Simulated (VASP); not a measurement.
InSb, 2 atoms in the cell. The structure is cubic, space group F-43m (No. 216). The conventional cell has a = 6.638 Å, b = 6.638 Å, c = 6.638 Å, α = 90.00°, β = 90.00°, γ = 90.00°. Within 3.8 Å of In (site symmetry -43m) lie 4 Sb at 2.87 Å. Within 3.8 Å of Sb (site symmetry -43m) lie 4 In at 2.87 Å. 

- Program: VASP 6.6.1
- Task: relaxation of cell and atoms
- Functional: PBEsol
- Potentials or basis: VASP PAW PBE potentials, release 64 (In_d, Sb)
- Cutoff: 600 eV
- k mesh: 6 × 6 × 6
- Occupations: fermi-dirac, width 0.02 eV
- Spin: no spin polarisation
- Dipole correction: no
- Further INCAR settings: ALGO = Normal; EDIFF = 1e-06; IBRION = 2; EDIFFG = -0.005; NSW = 80; ISIF = 3

Potentials or basis: VASP PAW PBE potentials, release 64 (In_d, Sb).

Command:

```sh
$ cat potpaw_PBE.64/In_d/POTCAR potpaw_PBE.64/Sb/POTCAR > POTCAR
$ mpirun -np 1 vasp_std > vasp.out
```

Hardware: 1 thread of AMD EPYC 7R13 Processor (Zen 3), on a shared host.

Task: How long does it take, and how much memory?

Result: It took 86 s on 1 thread of AMD EPYC 7R13 Processor (Zen 3), on a shared host, peak memory 0.21 GiB. Counts: scf iterations 57, k points 16, ion steps 15.
